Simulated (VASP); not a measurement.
# Mg in VASP: single point with PBEsol

Aim: the single point of Mg with PBEsol.

Program: VASP 6.6.1. These are calculated values, not measurements. Logs are shortened: lines on timing, memory, paths and dates and some standing lists are left out, and cuts for length are marked.

**1. The cell of the first run**

The cell holds a slab with vacuum, 5 atoms: a = 3.188 Å, b = 3.188 Å, c = 25.217 Å, α = 90.00°, β = 90.00°, γ = 120.00°.

**2. Single point, PBEsol**

Contents of INCAR:

```
  PREC = Accurate
  ENCUT = 520
  EDIFF = 1E-6
  ISMEAR = 0
  SIGMA = 0.1
  LREAL = False
  LASPH = True
  NELM = 100
  ALGO = Normal
  ISIF = 2
  LWAVE = False
  LCHARG = False
  LDIPOL = True
  IDIPOL = 3
  DIPOL = 0.5 0.5 0.500
  GGA = PS
  NBANDS = 13
```

Contents of KPOINTS:

```
regular mesh
0
Gamma
  12 12 1
```

Contents of POSCAR:

```
Mg
1.0
    3.1881999953      0.0000000000      0.0000000000
   -1.5940999977      2.7610621883      0.0000000000
    0.0000000000      0.0000000000     25.2169317571
Mg
5
Direct
    0.3333333333      0.6666666667      0.2974192131
    0.6666666667      0.3333333333      0.3987096066
    0.3333333333      0.6666666667      0.5000000000
    0.6666666667      0.3333333333      0.6012903934
    0.3333333333      0.6666666667      0.7025807869
```

Potentials or basis: VASP PAW PBE potentials, release 64 (Mg).

Run with:

```sh
> cat potpaw_PBE.64/Mg/POTCAR > POTCAR
> mpirun -np 1 vasp_std > vasp.out
```

OUTCAR:

```text
PREC = Accurate
   ENCUT = 520
   EDIFF = 1E-6
   ISMEAR = 0
   LREAL = False
   LASPH = True
   NELM = 100
   ISIF = 2
   GGA = PS

 ion  position               nearest neighbor table
   1  0.333  0.667  0.297-   2 3.15   2 3.15   2 3.15
   2  0.667  0.333  0.399-   3 3.15   3 3.15   3 3.15   1 3.15   1 3.15   1 3.15
   3  0.333  0.667  0.500-   2 3.15   4 3.15   2 3.15   4 3.15   2 3.15   4 3.15
   4  0.667  0.333  0.601-   3 3.15   3 3.15   3 3.15   5 3.15   5 3.15   5 3.15
   5  0.333  0.667  0.703-   4 3.15   4 3.15   4 3.15

  LATTYP: Found a hexagonal cell.
 ALAT       =     3.1881999953
 C/A-ratio  =     7.9094573095

  Lattice vectors:

 A1 = (   3.1881999953,   0.0000000000,   0.0000000000)
 A2 = (  -1.5940999977,   2.7610621883,   0.0000000000)
 A3 = (   0.0000000000,   0.0000000000,  25.2169317571)

Analysis of symmetry for initial positions (statically):
=====================================================================
 Subroutine PRICEL returns:
 Original cell was already a primitive cell.

 Routine SETGRP: Setting up the symmetry group for a
 hexagonal supercell.

 Subroutine GETGRP returns: Found 12 space group operations
 (whereof 12 operations were pure point group operations)
 out of a pool of 24 trial point group operations.

The static configuration has the point symmetry D_3h.

Analysis of symmetry for dynamics (positions and initial velocities):
=====================================================================
 Subroutine PRICEL returns:
 Original cell was already a primitive cell.

 Routine SETGRP: Setting up the symmetry group for a
 hexagonal supercell.

 Subroutine GETGRP returns: Found 12 space group operations
 (whereof 12 operations were pure point group operations)
 out of a pool of 24 trial point group operations.

The dynamic configuration has the point symmetry D_3h.

 Subroutine INISYM returns: Found 12 space group operations
 (whereof 12 operations are pure point group operations),
 and found     1 'primitive' translations

----------------------------------------------------------------------------------------

                                     Primitive cell

  volume of cell :     221.9801

  direct lattice vectors                    reciprocal lattice vectors
     3.188199995  0.000000000  0.000000000     0.313656609  0.181089728  0.000000000
    -1.594099998  2.761062188  0.000000000     0.000000000  0.362179456  0.000000000
     0.000000000  0.000000000 25.216931757     0.000000000  0.000000000  0.039655895

  length of vectors
[... 104 lines left out ...]
  Fermi-wavevector in a.u.,A,eV,Ry     =   0.582510  1.100785  4.616703  0.339318
  Thomas-Fermi vector in A             =   1.627442
   LORBIT       =      0    0 simple, 1 ext, 2 COOP (PROOUT), +10 PAW based schemes
   GGA     = PS    functional components
   LHFCALC =     F    Hartree Fock is set to
   AEXX    =    0.0000 exact exchange contribution
   IVDW    =     0    specifies the selected vdW correction
   LEPSILON=     F    determine dielectric tensor
   LRPA    =     F    only Hartree local field effects (RPA)
 non-spin polarized calculation
 Gauss-broadening in eV      SIGMA  =   0.10
  energy-cutoff  :      520.00
  volume of cell :      221.98
 maximum number of plane-waves:      6018
 NGX is ok and might be reduce to    24
   NGX = 11   NGY = 11   NGZ = 93

 number of electron      10.0000000 magnetization

 dipolmoment           0.000000      0.000000      0.000000 electrons x Angstroem

 Free energy of the ion-electron system (eV)
  ---------------------------------------------------
  ext. energy  EPLUGINS =         0.00000000
  ---------------------------------------------------
  free energy    TOTEN  =        -7.91751741 eV

  energy without entropy =       -7.90015712  energy(sigma->0) =       -7.90883727

 E-fermi :  -0.4616     XC(G=0):  -5.0370

 val. band max:       -0.4738425784   @ k =   0.3333   0.1667   0.0000
 cond. band min:      -0.4563542630   @ k =   0.3333   0.3333   0.0000
 fundamental gap:      0.0174883154
 Fermi energy:        -0.4616447023

 k-point     1 :       0.0000    0.0000    0.0000
  band No.  band energies     occupation
      1      -7.2534      2.00000
      2      -6.7135      2.00000
      3      -5.7902      2.00000
      4      -4.5334      2.00000
      5      -2.9564      2.00000
      6      -1.5416      2.00000
      7       0.4417      0.00000
      8       2.0384      0.00000
      9       2.9305      0.00000
     10       3.9408      0.00000
     11       4.0527      0.00000
     12       6.0468      0.00000
     13       6.1081      0.00000
[... 274 lines left out ...]
  band No.  band energies     occupation
      1      -0.9422      2.00000
      2      -0.9287      2.00000
      3      -0.8775      2.00000
      4      -0.5563      1.81914
      5      -0.4564      0.94036
      6      -0.3020      0.02394
      7       0.0325      0.00000
      8       0.3862      0.00000
      9       1.3500      0.00000
     10       1.5418      0.00000
     11       2.0479      0.00000
     12       2.2117      0.00000
     13       2.9706      0.00000

------------------------ aborting loop because EDIFF is reached ----------------------------------------

 vacuum level on the upper side and lower side of the slab       (xc-potential included)        -0.112        -0.112

  FORCE on cell =-STRESS in cart. coord.  units (eV):
  Direction    XX          YY          ZZ          XY          YZ          ZX
  --------------------------------------------------------------------------------------
  -------------------------------------------------------------------------------------
  Total       -1.1918656     -1.1918656      0.6354234      0.0000000      0.0000000     -0.0000000
  in kB       -8.6024843     -8.6024843      4.5862716      0.0000000      0.0000000     -0.0000000
  external PRESSURE =      -4.2062324 kB  Pullay stress =       0.0000000 kB

 VOLUME and BASIS-vectors are now :
 -----------------------------------------------------------------------------
  energy-cutoff  :      520.00
  volume of cell :      221.98
      direct lattice vectors                 reciprocal lattice vectors
     3.188199995  0.000000000  0.000000000     0.313656609  0.181089728  0.000000000
    -1.594099998  2.761062188  0.000000000     0.000000000  0.362179456  0.000000000
     0.000000000  0.000000000 25.216931757     0.000000000  0.000000000  0.039655895

 POSITION                                       TOTAL-FORCE (eV/Angst)
 -----------------------------------------------------------------------------------
     -0.00000      1.84071      7.50000         0.000000     -0.000000     -0.093723
      1.59410      0.92035     10.05423        -0.000000      0.000000      0.062432
     -0.00000      1.84071     12.60847        -0.000000     -0.000000      0.000000
      1.59410      0.92035     15.16270        -0.000000     -0.000000     -0.062432
     -0.00000      1.84071     17.71693         0.000000     -0.000000      0.093723
 -----------------------------------------------------------------------------------
    total drift:                                0.000000     -0.000000     -0.000000

  FREE ENERGIE OF THE ION-ELECTRON SYSTEM (eV)
  ---------------------------------------------------
  free  energy   TOTEN  =        -7.9175174107 eV

  energy  without entropy=       -7.9001571216  energy(sigma->0) =       -7.90883727

 vacuum level on the upper side and lower side of the slab         3.261         3.261
```

stdout:

```text
POSCAR found type information on POSCAR Mg
 POSCAR found :  1 types and       5 ions
 scaLAPACK will be used
 -----------------------------------------------------------------------------
|                                                                             |
|                                                                             |
|     You enforced a specific xc type in the INCAR file but a different       |
|     I HOPE YOU KNOW WHAT YOU ARE DOING!                                     |
|                                                                             |
 -----------------------------------------------------------------------------

 LDA part: xc-table for (Slater+PW92), standard interpolation
 POSCAR, INCAR and KPOINTS ok, starting setup
 FFT: planning ... GRIDC
 FFT: planning ... GRID_SOFT
 FFT: planning ... GRID
 WAVECAR not read
 entering main loop
```

It took 51 s on 1 thread of AMD EPYC 9R14 (Zen 4), shared host; peak memory 0.29 GiB.

What came out:

| Item | Value |
| --- | --- |
| Free energy | -7.9175 eV |
| Largest force | 0.094 eV/Å |
| Band gap on the k mesh | zero (band 5 reaches 0.25 eV, above the bottom of band 6 at -1.54 eV) |

Forces in eV/Å, atoms in the order of the input:
```
Mg   0.000  0.000 -0.094
Mg   0.000  0.000  0.062
Mg   0.000  0.000  0.000
Mg   0.000  0.000 -0.062
Mg   0.000  0.000  0.094
```

Levels at points of the mesh, in eV from the Fermi level:
```
           k point  band 3  band 4  band 5  band 6  band 7  band 8
(0.00, 0.00, 0.00)   -5.33   -4.07   -2.49   -1.08    0.90    2.50
(0.50, 0.00, 0.00)   -1.55   -1.41   -0.86   -0.21    0.65    0.82
```

Caveat: the PAW data sets were made with another functional, which shifts forces and pressure a little.
